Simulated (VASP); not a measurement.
# SiO2 (Cristobalite) (P4_12_12) in VASP: settings compared, part 2 of 2

VASP 6.6.1. Earlier steps stand in the parts before.

### 4 Electric field gradients, r2SCAN

Contents of POSCAR:

```
SiO2
1.0
    4.9717000000      0.0000000000      0.0000000000
    0.0000000000      4.9717000000      0.0000000000
    0.0000000000      0.0000000000      6.9223000000
Si O
4 8
Direct
    0.3053623113      0.3053623113      0.0000000000
    0.1946376887      0.8053623113      0.2500000000
    0.6946376887      0.6946376887      0.5000000000
    0.8053623113      0.1946376887      0.7500000000
    0.2366937302      0.1167718434      0.1854243866
    0.3832281566      0.7366937302      0.4354243866
    0.7633062698      0.8832281566      0.6854243866
    0.6167718434      0.2633062698      0.9354243866
    0.7366937302      0.3832281566      0.5645756134
    0.8832281566      0.7633062698      0.3145756134
    0.2633062698      0.6167718434      0.0645756134
    0.1167718434      0.2366937302      0.8145756134
```

Contents of INCAR.step1:

```
PREC = Accurate ; ENCUT = 520
ISMEAR = -1 ; SIGMA = 0.02
LREAL = False ; LASPH = True
NELM = 60 ; NBANDS = 44
GGA = PE ; ALGO = Normal
EDIFF = 1E-4 ; LWAVE = True
LCHARG = False
```

Contents of INCAR.step2:

```
PREC = Accurate ; ENCUT = 520
EDIFF = 1E-8 ; ISMEAR = -1
SIGMA = 0.02 ; LREAL = False
LASPH = True ; NELM = 60
ALGO = Normal ; ISIF = 2
LWAVE = False ; LCHARG = False
METAGGA = R2SCAN ; LMIXTAU = True
LEFG = True ; NBANDS = 44
ISTART = 1
```

Contents of KPOINTS:

```
Automatic mesh
0
Gamma
  5 5 4
```

Potentials or basis: VASP PAW PBE potentials, release 64 (Si, O).

Launch:

```sh
> cat potpaw_PBE.64/Si/POTCAR potpaw_PBE.64/O/POTCAR > POTCAR
> cp INCAR.step1 INCAR
> mpirun -np 1 vasp_std > vasp.out
> cp INCAR.step2 INCAR
> mpirun -np 1 vasp_std > vasp.out
```

OUTCAR:

```text
PREC = Accurate
   ENCUT = 520
   EDIFF = 1E-8
   ISMEAR = -1
   LREAL = False
   LASPH = True
   NELM = 60
   ISIF = 2
   METAGGA = R2SCAN
   ISTART = 1

 ion  position               nearest neighbor table
   1  0.305  0.305  0.000-   8 1.62  11 1.62   5 1.63  12 1.63   2 3.08   4 3.08   2 3.08   4 3.08

   2  0.195  0.805  0.250-   5 1.62  10 1.62   6 1.63  11 1.63   1 3.08   3 3.08   1 3.08   3 3.08

   3  0.695  0.695  0.500-   6 1.62   9 1.62   7 1.63  10 1.63   2 3.08   4 3.08   4 3.08   2 3.08

   4  0.805  0.195  0.750-   7 1.62  12 1.62   9 1.63   8 1.63   1 3.08   3 3.08   3 3.08   1 3.08

   5  0.237  0.117  0.185-   2 1.62   1 1.63
   6  0.383  0.737  0.435-   3 1.62   2 1.63
   7  0.763  0.883  0.685-   4 1.62   3 1.63
   8  0.617  0.263  0.935-   1 1.62   4 1.63
   9  0.737  0.383  0.565-   3 1.62   4 1.63
  10  0.883  0.763  0.315-   2 1.62   3 1.63
  11  0.263  0.617  0.065-   1 1.62   2 1.63
  12  0.117  0.237  0.815-   4 1.62   1 1.63

  LATTYP: Found a simple tetragonal cell.
 ALAT       =     4.9717000000
 C/A-ratio  =     1.3923406481

  Lattice vectors:

 A1 = (   4.9717000000,   0.0000000000,   0.0000000000)
 A2 = (   0.0000000000,   4.9717000000,   0.0000000000)
 A3 = (   0.0000000000,   0.0000000000,   6.9223000000)

Analysis of symmetry for initial positions (statically):
=====================================================================
 Subroutine PRICEL returns:
 Original cell was already a primitive cell.

 Routine SETGRP: Setting up the symmetry group for a
 simple tetragonal supercell.

 Subroutine GETGRP returns: Found  8 space group operations
 (whereof  2 operations were pure point group operations)
 out of a pool of 16 trial point group operations.

The static configuration has the point symmetry C_2 .
 The point group associated with its full space group is D_4 .

Analysis of symmetry for dynamics (positions and initial velocities):
=====================================================================
 Subroutine PRICEL returns:
 Original cell was already a primitive cell.

 Routine SETGRP: Setting up the symmetry group for a
 simple tetragonal supercell.

 Subroutine GETGRP returns: Found  8 space group operations
 (whereof  2 operations were pure point group operations)
 out of a pool of 16 trial point group operations.

The dynamic configuration has the point symmetry C_2 .
 The point group associated with its full space group is D_4 .

 Subroutine INISYM returns: Found  8 space group operations
 (whereof  2 operations are pure point group operations),
 and found     1 'primitive' translations

----------------------------------------------------------------------------------------

                                     Primitive cell

  volume of cell :     171.1040

  direct lattice vectors                    reciprocal lattice vectors
     4.971700000  0.000000000  0.000000000     0.201138444  0.000000000  0.000000000
     0.000000000  4.971700000  0.000000000     0.000000000  0.201138444  0.000000000
[... 151 lines left out ...]
 Fermi energy:         0.1946059247

 k-point     1 :       0.0000    0.0000    0.0000
  band No.  band energies     occupation
      1     -20.6346      2.00000
      2     -19.7503      2.00000
      3     -19.7503      2.00000
      4     -18.6545      2.00000
      5     -18.5859      2.00000
      6     -18.5853      2.00000
[... 835 lines left out ...]
     43      11.2373      0.00000
     44      11.2373      0.00000

------------------------ aborting loop because EDIFF is reached ----------------------------------------

  FORCE on cell =-STRESS in cart. coord.  units (eV):
  Direction    XX          YY          ZZ          XY          YZ          ZX
  --------------------------------------------------------------------------------------
  -------------------------------------------------------------------------------------
  Total       -3.2921128     -3.2921128     -4.0736196      0.0000000      0.0000000      0.0000000
  in kB      -30.8265586    -30.8265586    -38.1444018      0.0000000      0.0000000      0.0000000
  external PRESSURE =     -33.2658396 kB  Pullay stress =       0.0000000 kB

 VOLUME and BASIS-vectors are now :
 -----------------------------------------------------------------------------
  energy-cutoff  :      520.00
  volume of cell :      171.10
      direct lattice vectors                 reciprocal lattice vectors
     4.971700000  0.000000000  0.000000000     0.201138444  0.000000000  0.000000000
     0.000000000  4.971700000  0.000000000     0.000000000  0.201138444  0.000000000
     0.000000000  0.000000000  6.922300000     0.000000000  0.000000000  0.144460656

 POSITION                                       TOTAL-FORCE (eV/Angst)
 -----------------------------------------------------------------------------------
      1.51817      1.51817      0.00000         0.045633      0.045633      0.000000
      0.96768      4.00402      1.73057        -0.045633      0.045633     -0.000000
      3.45353      3.45353      3.46115        -0.045633     -0.045633      0.000000
      4.00402      0.96768      5.19172         0.045633     -0.045633      0.000000
      1.17677      0.58055      1.28356         0.038097     -0.146629     -0.256768
      1.90530      3.66262      3.01414         0.146629      0.038097     -0.256768
      3.79493      4.39115      4.74471        -0.038097      0.146629     -0.256768
      3.06640      1.30908      6.47529        -0.146629     -0.038097     -0.256768
      3.66262      1.90530      3.90816         0.038097      0.146629      0.256768
      4.39115      3.79493      2.17759         0.146629     -0.038097      0.256768
      1.30908      3.06640      0.44701        -0.038097     -0.146629      0.256768
      0.58055      1.17677      5.63874        -0.146629      0.038097      0.256768
 -----------------------------------------------------------------------------------
    total drift:                               -0.000000      0.000000      0.000000

  FREE ENERGIE OF THE ION-ELECTRON SYSTEM (eV)
  ---------------------------------------------------
  free  energy   TOTEN  =      -119.1201584941 eV

  energy  without entropy=     -119.1201584941  energy(sigma->0) =     -119.12015849

 Electric field gradients (V/A^2)
---------------------------------------------------------------------
 ion       V_xx      V_yy      V_zz      V_xy      V_xz      V_yz
---------------------------------------------------------------------
   1       0.154     0.154    -0.309     0.399     2.612    -2.612
   2       0.154     0.154    -0.309    -0.399     2.612     2.612
   3       0.154     0.154    -0.309     0.399    -2.612     2.612
   4       0.154     0.154    -0.309    -0.399    -2.612    -2.612
   5     -48.806    44.139     4.667    19.548   -15.015   -56.402
   6      44.139   -48.806     4.667   -19.548    56.402   -15.015
   7     -48.806    44.139     4.667    19.548    15.015    56.402
   8      44.139   -48.806     4.667   -19.548   -56.402    15.015
   9     -48.806    44.139     4.667   -19.548    15.015   -56.402
  10      44.139   -48.806     4.667    19.548   -56.402   -15.015
  11     -48.806    44.139     4.667   -19.548   -15.015    56.402
  12      44.139   -48.806     4.667    19.548    56.402    15.015
---------------------------------------------------------------------

 Electric field gradients after diagonalization (V/A^2)
 (convention: |V_zz| > |V_xx| > |V_yy|)
----------------------------------------------------------------------
 ion       V_xx      V_yy      V_zz     asymmetry (V_yy - V_xx)/ V_zz
----------------------------------------------------------------------
   1       3.417     0.554    -3.971       0.721
   2       3.417     0.554    -3.971       0.721
   3       3.417     0.554    -3.971       0.721
   4       3.417     0.554    -3.971       0.721
   5     -53.269   -35.305    88.574       0.203
   6     -53.269   -35.305    88.574       0.203
   7     -53.269   -35.305    88.574       0.203
   8     -53.269   -35.305    88.574       0.203
   9     -53.269   -35.305    88.574       0.203
  10     -53.269   -35.305    88.574       0.203
  11     -53.269   -35.305    88.574       0.203
  12     -53.269   -35.305    88.574       0.203
----------------------------------------------------------------------

           NMR quadrupolar parameters

 Cq : quadrupolar parameter    Cq=e*Q*V_zz/h
 eta: asymmetry parameters     (V_yy - V_xx)/ V_zz
 Q  : nuclear electric quadrupole moment in mb (millibarn)
----------------------------------------------------------------------
 ion       Cq(MHz)       eta       Q (mb)
----------------------------------------------------------------------
   1      -0.010       0.721       1.000
   2      -0.010       0.721       1.000
   3      -0.010       0.721       1.000
   4      -0.010       0.721       1.000
   5       0.214       0.203       1.000
   6       0.214       0.203       1.000
   7       0.214       0.203       1.000
   8       0.214       0.203       1.000
   9       0.214       0.203       1.000
  10       0.214       0.203       1.000
  11       0.214       0.203       1.000
  12       0.214       0.203       1.000
----------------------------------------------------------------------
```

It took 7 min on 1 thread of Intel Xeon Platinum 8488C (Sapphire Rapids), shared host; peak memory 0.35 GiB.

What came out:

```yaml
Free_energy: -119.1202 eV
Pressure: -3.3 GPa
Largest_force: 0.298 eV/Å
Band_gap_on_the_k_mesh: 6.26 eV, direct
```

Forces on the atoms (eV/Å):
```
Si   0.046  0.046  0.000
Si  -0.046  0.046  0.000
Si  -0.046 -0.046  0.000
Si   0.046 -0.046  0.000
O    0.038 -0.147 -0.257
O    0.147  0.038 -0.257
O   -0.038  0.147 -0.257
O   -0.147 -0.038 -0.257
O    0.038  0.147  0.257
O    0.147 -0.038  0.257
O   -0.038 -0.147  0.257
O   -0.147  0.038  0.257
```

Stress tensor (GPa, compression positive):
```
-3.08  0.00  0.00
 0.00 -3.08  0.00
 0.00  0.00 -3.81
```

Electric field gradients, principal values (V/Å²):
```
atom    least   middle  greatest (by size)
1 Si    0.554    3.417              -3.971
2 Si    0.554    3.417              -3.971
3 Si    0.554    3.417              -3.971
4 Si    0.554    3.417              -3.971
 5 O  -35.305  -53.269              88.574
 6 O  -35.305  -53.269              88.574
 7 O  -35.305  -53.269              88.574
 8 O  -35.305  -53.269              88.574
 9 O  -35.305  -53.269              88.574
10 O  -35.305  -53.269              88.574
11 O  -35.305  -53.269              88.574
12 O  -35.305  -53.269              88.574
```

Caveat: without QUAD_EFG the Cq values of the log hold for a quadrupole moment of 1 mb, not for the nuclei; the PAW data sets were made with another functional, which shifts forces and pressure a little.

### 5 Overview

```csv
level,gap on the mesh (eV),pressure (GPa),largest force (eV/Å)
PBE,5.80,7.8,0.46
RPBE,6.01,10.2,0.58
r2SCAN,6.26,-3.3,0.30
```

Some of these runs hold the atoms at other places in the same cell, which the table doesn't show; runs alike in all that it shows share one row.

Alike in all rows: task electric field gradients; potentials or basis VASP PAW PBE potentials, release 64 (Si, O); no spin polarisation; cell as given; k mesh 5 × 5 × 4; cutoff (eV) 520; smearing fermi-dirac 0.02 eV.

On the cell as given the gap runs from 5.80 eV (PBE) to 6.26 eV (r2SCAN). The pressure there spans -3.3 GPa (r2SCAN) to 10.2 GPa (RPBE); a positive pressure means that this level wants a larger cell, a negative one a smaller.

Caveats: the PAW data sets were made with another functional, which shifts forces and pressure a little (some runs).

Absolute energies hang on the potentials; compare differences alone.
